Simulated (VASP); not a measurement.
**Ca: single point with PBEsol**

Crystal: Ca.

```
Ca
1.0
     3.70986   -2.45193    0.00000
     3.70986    2.45193    0.00000
     0.00000    0.00000   10.00204
Ca
4
Direct
  0.85000 0.15000 0.11700
  0.65000 0.35000 0.61700
  0.15000 0.85000 0.88300
  0.35000 0.65000 0.38300
```

```
Program                : VASP 6.6.1
Task                   : single point
Functional             : PBEsol
Potentials or basis    : VASP PAW PBE potentials, release 64 (Ca_sv)
Cutoff                 : 520 eV
k mesh                 : 4 × 4 × 2
Occupations            : gaussian, width 0.1 eV
Spin                   : no spin polarisation
Dipole correction      : no
Further INCAR settings : ALGO = Normal; EDIFF = 1e-06; NBANDS = 28
```

```
Pressure               : -0.4 GPa
Largest force          : 2.006 eV/Å
Band gap on the k mesh : zero (band 20 reaches 1.55 eV, above the bottom of band 21 at 1.44 eV)
```

Forces on the atoms (eV/Å):
```
Ca   0.000  1.402  1.435
Ca   0.000 -1.402  1.435
Ca   0.000 -1.402 -1.435
Ca   0.000  1.402 -1.435
```

Stress tensor (GPa, compression positive):
```
-6.88  0.00  0.00
 0.00 -0.03  0.00
 0.00  0.00  5.65
```

Levels at points of the mesh, in eV from the Fermi level:
| k point | band 17 | band 18 | band 19 | band 20 | band 21 | band 22 | band 23 | band 24 |
| --- | --- | --- | --- | --- | --- | --- | --- | --- |
| (0.00, 0.00, 0.00) | -3.72 | -2.10 | -2.07 | -0.22 | 0.86 | 0.90 | 1.24 | 1.36 |
| (0.50, 0.00, 0.00) | -1.43 | -1.43 | -0.63 | -0.63 | 0.02 | 0.02 | 0.95 | 0.95 |
| (0.50, 0.50, 0.00) | -1.49 | -0.67 | -0.30 | -0.18 | -0.06 | 0.03 | 0.03 | 0.52 |
| (0.00, 0.00, 0.50) | -3.28 | -3.28 | -0.67 | -0.67 | 1.02 | 1.02 | 1.14 | 1.14 |
| (0.50, 0.00, 0.50) | -1.28 | -1.28 | -1.02 | -1.02 | 0.47 | 0.47 | 0.74 | 0.74 |
| (0.50, 0.50, 0.50) | -1.01 | -1.01 | -0.55 | -0.55 | 0.03 | 0.03 | 0.29 | 0.29 |

It took 27 s on 1 thread of Intel(R) Xeon(R) 6975P-C (Granite Rapids) (shared host), peak memory 0.31 GiB.

Caveat: the k points lie up to 0.38 Å⁻¹ apart; the PAW data sets were made with another functional, which shifts forces and pressure a little.
